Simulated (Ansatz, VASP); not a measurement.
## One calculation of Ni, two programs

Contents of INCAR:

```
SYSTEM = Ni
ALGO = Normal
EDIFF = 1E-6
ENCUT = 600
GGA = PE
GGA_COMPAT = .False.
ISIF = 2
ISMEAR = -1
LASPH = .True.
LCHARG = .False.
LREAL = .False.
LWAVE = .False.
NBANDS = 11
NELM = 120
PREC = Accurate
SIGMA = 0.05
```

Contents of KPOINTS:

```
k-points
0
Gamma
  21 21 21
  0 0 0
```

The input POSCAR:

```
Ni
1.0
    0.0000000000      1.7560872397      1.7560872397
    1.7560872397      0.0000000000      1.7560872397
    1.7560872397      1.7560872397      0.0000000000
Ni
1
Direct
    0.0000000000      0.0000000000      0.0000000000
```

Input for Ansatz:

```yaml
crystal:
  lattice:
    - [0.0, 1.7560872397, 1.7560872397]
    - [1.7560872397, 0.0, 1.7560872397]
    - [1.7560872397, 1.7560872397, 0.0]
  atoms:
    - { symbol: Ni, position: [0.0, 0.0, 0.0] }
kpoints:
  mp_grid: { grid: [21, 21, 21] }
scf:
  occupations: { method: fermi_dirac, width: 0.05 }
hamiltonian:
  xc: pbe
  pseudopotentials: { kind: nc }
output:
  forces: true
  stress: true
  eigenvalues: true
```

Change from the starting cell: volume scaled by 1, norm-conserving files.

Alike in both runs: task single point; functional PBE; k mesh 21 × 21 × 21; occupations fermi-dirac, width 0.05 eV; no spin polarisation.

|  | VASP | Ansatz |
| --- | --- | --- |
| version | VASP 6.6.1 | Ansatz 0.2.0 |
| potentials or method | VASP PAW PBE potentials, release 64 (Ni) | norm-conserving pseudopotentials, scalar-relativistic |
| plane-wave cutoff (eV) | 600 | 1400 |
| valence electrons in the cell | 10 | 18 |

```csv
,VASP,Ansatz,Ansatz less VASP
pressure (GPa),-0.1,-0.1,+0.01
```

VASP's potentials hold 10 valence electrons a cell and Ansatz's 18, so a difference there can come from the potentials and not from the codes.
